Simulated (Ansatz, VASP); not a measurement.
YbC in VASP and in Ansatz

```
Yb C
1.0
     2.94599    0.00000    0.00000
     0.00000    2.94599    0.00000
     0.00000    0.00000    2.94599
Yb C
1 1
Direct
  0.00000 0.00000 0.00000
  0.50000 0.50000 0.50000
```

Alike in both runs: task single point; functional PBEsol; k mesh 10 × 10 × 10; occupations gaussian, width 0.05 eV; collinear spin.

|  | VASP | Ansatz |
| --- | --- | --- |
| version | VASP 6.6.1 | Ansatz 0.2.0 |
| potentials or method | VASP PAW PBE potentials, release 64 (Yb, C), cutoff 520 eV | scalar-relativistic, plane waves, PAW |
| valence electrons in the cell | 28 | 28 |

VASP gave:

- pressure (GPa): 5.5
- net moment per atom (μB): 0.00

Question: Estimate Ansatz's values.

Answer: Pressure (GPa): 5.4; net moment per atom (μB): 0.00.

VASP's potentials were made for PBE, not for PBEsol. The functional is the same, so the differences come from potentials, cutoffs and numerics. Ansatz's warnings: given moment on shells, seeded moment not kept.

Spin-orbit coupling is off throughout.
